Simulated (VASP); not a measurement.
# As2F3 (P-3m1) in VASP: further runs, part 2 of 2

VASP 6.6.1. Earlier steps stand in the parts before.

## Step 4: Relaxation of cell and atoms, PBE

Input file INCAR:

```
PREC = Accurate ; ENCUT = 600
EDIFF = 1E-6 ; ISMEAR = 0
SIGMA = 0.1 ; LREAL = F
LASPH = T ; NELM = 100
ALGO = Normal ; ISIF = 3
LWAVE = F ; LCHARG = F
GGA = PE ; IBRION = 2
NSW = 90 ; EDIFFG = -0.04
```

Input file KPOINTS:

```
Automatic mesh
0
Gamma
  6 6 4
```

Input file POSCAR:

```
As2F3
1.0
    3.7630973374      0.0000000000      0.0000000000
   -1.8815486687      3.2589378911      0.0000000000
    0.0000000000      0.0000000000      5.8547681925
As F
2 3
Direct
    0.3333333333      0.6666666667      0.2450000000
    0.6666666667      0.3333333333      0.7550000000
    0.0000000000      0.0000000000      0.0000000000
    0.3333333333      0.6666666667      0.6450000000
    0.6666666667      0.3333333333      0.3550000000
```

Potentials or basis: VASP PAW PBE potentials, release 64 (As, F).

The run is started by

```sh
$ cat potpaw_PBE.64/As/POTCAR potpaw_PBE.64/F/POTCAR > POTCAR
$ mpirun -np 1 vasp_std > vasp.out
```

OUTCAR:

```text
PREC = Accurate
   ENCUT = 600
   EDIFF = 1E-6
   ISMEAR = 0
   LREAL = F
   LASPH = T
   NELM = 100
   ISIF = 3
   GGA = PE
   IBRION = 2
   NSW = 90
   EDIFFG = -0.04

 ion  position               nearest neighbor table
   1  0.333  0.667  0.245-   5 2.27   5 2.27   5 2.27   4 2.34
   2  0.667  0.333  0.755-   4 2.27   4 2.27   4 2.27   5 2.34
   3  0.000  0.000  0.000-
   4  0.333  0.667  0.645-   2 2.27   2 2.27   2 2.27   1 2.34
   5  0.667  0.333  0.355-   1 2.27   1 2.27   1 2.27   2 2.34

  LATTYP: Found a hexagonal cell.
 ALAT       =     3.7630973374
 C/A-ratio  =     1.5558375635

  Lattice vectors:

 A1 = (   3.7630973374,   0.0000000000,   0.0000000000)
 A2 = (  -1.8815486687,   3.2589378911,   0.0000000000)
 A3 = (   0.0000000000,   0.0000000000,   5.8547681925)

Analysis of symmetry for initial positions (statically):
=====================================================================
 Subroutine PRICEL returns:
 Original cell was already a primitive cell.

 Routine SETGRP: Setting up the symmetry group for a
 hexagonal supercell.

 Subroutine GETGRP returns: Found 12 space group operations
 (whereof 12 operations were pure point group operations)
 out of a pool of 24 trial point group operations.

The static configuration has the point symmetry D_3d.

Analysis of symmetry for dynamics (positions and initial velocities):
=====================================================================
 Subroutine PRICEL returns:
 Original cell was already a primitive cell.

 Routine SETGRP: Setting up the symmetry group for a
 hexagonal supercell.

 Subroutine GETGRP returns: Found 12 space group operations
 (whereof 12 operations were pure point group operations)
 out of a pool of 24 trial point group operations.

The dynamic configuration has the point symmetry D_3d.

 Subroutine INISYM returns: Found 12 space group operations
 (whereof 12 operations are pure point group operations),
 and found     1 'primitive' translations

----------------------------------------------------------------------------------------

                                     Primitive cell

  volume of cell :      71.8011

  direct lattice vectors                    reciprocal lattice vectors
     3.763097337  0.000000000  0.000000000     0.265738542  0.153424219  0.000000000
    -1.881548669  3.258937891  0.000000000     0.000000000  0.306848438  0.000000000
     0.000000000  0.000000000  5.854768192     0.000000000  0.000000000  0.170800955

  length of vectors
     3.763097337  3.763097337  5.854768192     0.306848438  0.306848438  0.170800955

  position of ions in fractional coordinates (direct lattice)
     0.333333333  0.666666667  0.245000000
     0.666666667  0.333333333  0.755000000
     0.000000000  0.000000000  0.000000000
     0.333333333  0.666666667  0.645000000
     0.666666667  0.333333333  0.355000000

  ion indices of the primitive-cell ions
   primitive index   ion index
                 1           1
                 2           2
                 3           3
                 4           4
                 5           5

----------------------------------------------------------------------------------------

 KPOINTS: Automatic mesh

Automatic generation of k-mesh.
 Grid dimensions read from file:
 generate k-points for:    6    6    4

 Generating k-lattice:

  Cartesian coordinates                     Fractional coordinates (reciprocal lattice)
     0.044289757  0.025570703  0.000000000     0.166666667 -0.000000000  0.000000000
     0.000000000  0.051141406  0.000000000     0.000000000  0.166666667  0.000000000
     0.000000000  0.000000000  0.042700239     0.000000000  0.000000000  0.250000000

  Length of vectors
     0.051141406  0.051141406  0.042700239

  Shift w.r.t. Gamma in fractional coordinates (k-lattice)
     0.000000000  0.000000000  0.000000000

 Subroutine IBZKPT returns following result:
 ===========================================

 Found     24 irreducible k-points:

 Following reciprocal coordinates:
            Coordinates               Weight
  0.000000  0.000000  0.000000      1.000000
  0.166667  0.000000  0.000000      6.000000
  0.333333 -0.000000  0.000000      6.000000
  0.500000 -0.000000  0.000000      3.000000
  0.166667  0.166667  0.000000      6.000000
  0.333333  0.166667  0.000000     12.000000
[... 16 lines left out ...]
  0.333333  0.166667  0.500000     12.000000
  0.333333  0.333333  0.500000      2.000000
   k-points           NKPTS =     24   k-points in BZ     NKDIM =     24   number of bands    NBANDS=     19
   number of dos      NEDOS =    301   number of ions     NIONS =      5
   total plane-waves  NPLWV =  43200
   dimension x,y,z NGX =    30 NGY =   30 NGZ =   48
   dimension x,y,z NGXF=    60 NGYF=   60 NGZF=   96
   ions per type =               2   3
   NGX,Y,Z   is equivalent  to a cutoff of  13.25, 13.25, 13.63 a.u.
   NGXF,Y,Z  is equivalent  to a cutoff of  26.51, 26.51, 27.26 a.u.
 SYSTEM =  unknown system
   PREC   = accura    normal or accurate (medium, high low for compatibility)
   ISTART =      0    job   : 0-new  1-cont  2-samecut
   ICHARG =      2    charge: 1-file 2-atom 10-const
   ISPIN  =      1    spin polarized calculation?
   LNONCOLLINEAR =      F non collinear calculations
   LSORBIT =      F    spin-orbit coupling
   LASPH  =      T    aspherical Exc in radial PAW
   ENCUT  =  600.0 eV  44.10 Ry    6.64 a.u.   7.52  7.52 11.69*2*pi/ulx,y,z
   NELM   =    100;   NELMIN=  2; NELMDL= -5     # of ELM steps
   EDIFF  = 0.1E-05   stopping-criterion for ELM
   LREAL  =      F    real-space projection
   EDIFFG = -.4E-01   stopping-criterion for IOM
   NSW    =     90    number of steps for IOM
   IBRION =      2    ionic relax: 0-MD 1-quasi-New 2-CG
   NFREE  =      1    steps in history (QN), initial steepest desc. (CG)
   ISIF   =      3    stress and relaxation
   ISYM   =      2    0-nonsym 1-usesym 2-fastsym
   POTIM  = 0.5000    time-step for ionic-motion
   TEBEG  =    0.0;   TEEND  =   0.0 temperature during run
   PSTRESS=    0.0 pullay stress
   NELECT =      31.0000    total number of electrons
   NUPDOWN=      -1.0000    fix difference up-down
   EMIN   =  10.00;   EMAX   =-10.00  energy-range for DOS
   EFERMI =   0.00;   METHOD = LEGACY
   ISMEAR =     0;   SIGMA  =   0.10  broadening in eV -4-tet -1-fermi 0-gaus
   EFERMI_NEDOS =   21; number of points for ismear=-14 and -15
   IALGO  =     38    algorithm
   IMIX   =      4    mixing-type and parameters
     AMIX     =   0.40;   BMIX     =  1.00
     AMIX_MAG =   1.60;   BMIX_MAG =  1.00
  volume/ion in A,a.u.               =      14.36        96.91
  Fermi-wavevector in a.u.,A,eV,Ry     =   1.237328  2.338212 20.830269  1.530982
  Thomas-Fermi vector in A             =   2.371900
   LORBIT       =      0    0 simple, 1 ext, 2 COOP (PROOUT), +10 PAW based schemes
   GGA     = PE    functional components
   LHFCALC =     F    Hartree Fock is set to
   AEXX    =    0.0000 exact exchange contribution
   IVDW    =     0    specifies the selected vdW correction
   LEPSILON=     F    determine dielectric tensor
   LRPA    =     F    only Hartree local field effects (RPA)
 conjugate gradient relaxation of ions
 non-spin polarized calculation
 Gauss-broadening in eV      SIGMA  =   0.10
  energy-cutoff  :      600.00
  volume of cell :       71.80
 maximum number of plane-waves:      2417
   NGX = 15   NGY = 15   NGZ = 23

--------------------------------------- Ionic step        1  -------------------------------------------

 number of electron      30.9999998 magnetization

 Free energy of the ion-electron system (eV)
  ---------------------------------------------------
  ext. energy  EPLUGINS =         0.00000000
  ---------------------------------------------------
  free energy    TOTEN  =       -17.78147169 eV

  energy without entropy =      -17.76366853  energy(sigma->0) =      -17.77257011

 E-fermi :   4.5907     XC(G=0): -10.0946

 val. band max:        4.5139402257   @ k =   0.3333   0.3333   0.5000
 cond. band min:       4.5919033548   @ k =   0.3333   0.1667   0.5000
 fundamental gap:      0.0779631292
 Fermi energy:         4.5907178342

 k-point     1 :       0.0000    0.0000    0.0000
  band No.  band energies     occupation
      1     -21.1919      2.00000
      2     -20.6023      2.00000
      3     -19.2886      2.00000
      4      -6.9167      2.00000
      5      -6.2851      2.00000
      6      -3.3353      2.00000
[... 627 lines left out ...]
  FREE ENERGIE OF THE ION-ELECTRON SYSTEM (eV)
  ---------------------------------------------------
  free  energy   TOTEN  =       -18.0592416626 eV

  energy  without entropy=      -18.0359085805  energy(sigma->0) =      -18.04757512

[... ionic steps 4 to 19 ...]

--------------------------------------- Ionic step       20  -------------------------------------------

 number of electron      31.0000001 magnetization

------------------------ aborting loop because EDIFF is reached ----------------------------------------
[... 73 lines left out ...]
--------------------------------------- Ionic step       22  -------------------------------------------

 number of electron      31.0000004 magnetization

 Free energy of the ion-electron system (eV)
  ---------------------------------------------------
  ext. energy  EPLUGINS =         0.00000000
  ---------------------------------------------------
  free energy    TOTEN  =       -18.58973399 eV

  energy without entropy =      -18.57283121  energy(sigma->0) =      -18.58128260

 E-fermi :   3.0631     XC(G=0):  -9.2819

 val. band max:        3.0508799416   @ k =   0.0000   0.3333   0.2500
 cond. band min:       3.0723439032   @ k =   0.3333  -0.0000   0.0000
 fundamental gap:      0.0214639616
 Fermi energy:         3.0631153283

 k-point     1 :       0.0000    0.0000    0.0000
  band No.  band energies     occupation
      1     -21.8161      2.00000
      2     -20.7486      2.00000
      3     -20.7336      2.00000
      4      -8.3616      2.00000
      5      -7.3692      2.00000
      6      -3.5164      2.00000
[... 549 lines left out ...]
  FREE ENERGIE OF THE ION-ELECTRON SYSTEM (eV)
  ---------------------------------------------------
  free  energy   TOTEN  =       -18.5897339896 eV

  energy  without entropy=      -18.5728312087  energy(sigma->0) =      -18.58128260

 reached required accuracy - stopping structural energy minimisation
```

OSZICAR:

```text
N       E                     dE             d eps       ncg     rms          rms(c)
DAV:   1     0.202682502049E+03    0.20268E+03   -0.16797E+04   912   0.165E+03
[... 216 lines left out ...]
       N       E                     dE             d eps       ncg     rms          rms(c)
DAV:   1    -0.185887799365E+02    0.30469E-03   -0.98253E-01   912   0.870E+00    0.235E-01
DAV:   2    -0.185899126031E+02   -0.11327E-02   -0.21128E-02   954   0.122E+00    0.117E-01
DAV:   3    -0.185897840844E+02    0.12852E-03   -0.33488E-04  1067   0.192E-01    0.623E-02
DAV:   4    -0.185897332846E+02    0.50800E-04   -0.13148E-04   948   0.113E-01    0.111E-02
DAV:   5    -0.185897337703E+02   -0.48570E-06   -0.21159E-05  1064   0.443E-02    0.624E-03
DAV:   6    -0.185897339896E+02   -0.21931E-06   -0.15081E-06   582   0.129E-02
  22 F= -.18589734E+02 E0= -.18581283E+02  d E =-.650135E-03
```

CONTCAR:

```text
As2F3
   1.00000000000000
     3.8042425186428521    0.0000000000000000   -0.0000000000000001
    -1.9021212593214261    3.2945706632995946    0.0000000000000001
     0.0000000000000000   -0.0000000000000001    6.4476092588681144
  As              F
     2     3
Direct
     0.3333333332999970    0.6666666667000030    0.1727593331789260
     0.6666666667000030    0.3333333332999970    0.8272406668210740
     0.0000000000000000    0.0000000000000000    0.0000000000000000
     0.3333333332999970    0.6666666667000030    0.7012804021429413
     0.6666666667000030    0.3333333332999970    0.2987195978570587

  0.00000000E+00  0.00000000E+00  0.00000000E+00
  0.00000000E+00  0.00000000E+00  0.00000000E+00
  0.00000000E+00  0.00000000E+00  0.00000000E+00
  0.00000000E+00  0.00000000E+00  0.00000000E+00
  0.00000000E+00  0.00000000E+00  0.00000000E+00
```

Wall time 6 min (1 thread of Oxide Virtual Turin-like, shared host); peak memory 0.19 GiB.

Results:

```
Free energy                           : -18.5897 eV
Relaxed volume                        : 16.16 Å³/atom
Relaxed cell                          : a = 3.804 Å, b = 3.804 Å, c = 6.448 Å, α = 90.00°, β = 90.00°, γ = 120.00°
Space group after relaxing (to 0.1 Å) : P-3m1 (No. 164)
Energy gained by relaxing             : 161.7 meV/atom
Ionic steps                           : 22
Pressure after relaxing               : 0.0 GPa
Band gap on the k mesh                : zero (an odd number of electrons rules out a gap without spin polarisation)
```

Step by step:
```csv
step,energy change (eV),largest force (eV/Å),pressure (GPa),volume (Å³)
1,0.0000,1.5481,6.65,71.80
2,-0.2708,0.9700,-2.01,78.17
3,-0.2778,0.8890,-3.25,79.40
4,-0.4417,0.8337,-2.64,77.91
5,-0.7223,0.3061,2.19,73.54
6,-0.7229,0.3055,1.66,73.86
7,-0.7232,0.3055,1.86,73.73
8,-0.7593,0.3092,0.00,75.76
9,-0.7595,0.3082,-0.16,75.95
10,-0.7777,0.1667,-0.03,76.00
11,-0.7829,0.0143,0.16,76.06
12,-0.7832,0.0305,0.14,76.05
13,-0.7872,0.0396,0.10,76.34
14,-0.7937,0.0976,0.05,77.19
15,-0.7939,0.1213,0.06,77.38
16,-0.7972,0.1059,0.07,77.78
17,-0.8040,0.0692,0.24,78.96
18,-0.8027,0.0332,0.82,81.27
19,-0.8059,0.0434,0.49,79.95
20,-0.8055,0.0469,-0.89,81.91
21,-0.8076,0.0403,-0.20,80.86
22,-0.8083,0.0008,0.00,80.81
```

Final structure:
```yaml
crystal:
  lattice:
    - [3.80424, 0.00000, 0.00000]
    - [-1.90212, 3.29457, 0.00000]
    - [0.00000, 0.00000, 6.44761]
  atoms:
    - { symbol: As, position: [0.33333, 0.66667, 0.17276] }
    - { symbol: As, position: [0.66667, 0.33333, 0.82724] }
    - { symbol: F, position: [0.00000, 0.00000, 0.00000] }
    - { symbol: F, position: [0.33333, 0.66667, 0.70128] }
    - { symbol: F, position: [0.66667, 0.33333, 0.29872] }
```

Caveat: an odd number of electrons without spin polarisation forces a metal; a magnetic or distorted state may lie lower.

## Step 5: The runs side by side

| task | cell | cutoff (eV) | gap on the mesh (eV) | pressure (GPa) | largest force (eV/Å) |
| --- | --- | --- | --- | --- | --- |
| single point | a = 3.763, b = 3.763, c = 5.855 Å, angles 90.0, 90.0, 120.0°, 5 atoms, atomic positions A | 520 | none | 6.7 | 1.55 |
| single point | a = 3.810, b = 3.810, c = 6.448 Å, angles 90.0, 90.0, 120.0°, 5 atoms, atomic positions B | 520 | none | -0.3 | 0.02 |
| relaxation of cell and atoms | relaxed from a = 3.763, b = 3.763, c = 5.855 Å, angles 90.0, 90.0, 120.0°, 5 atoms, atomic positions A | 600 | none | 0.0 | - |

Alike in all rows: level PBE; potentials or basis VASP PAW PBE potentials, release 64 (As, F); no spin polarisation; k mesh 6 × 6 × 4; smearing gaussian 0.1 eV.

Caveats: an odd number of electrons without spin polarisation forces a metal; a magnetic or distorted state may lie lower; the cell stands under pressure (at least some runs).

Absolute energies hang on the potentials; compare differences alone.

The gap in the log of VASP goes by the Fermi energy; the results here count the filled bands.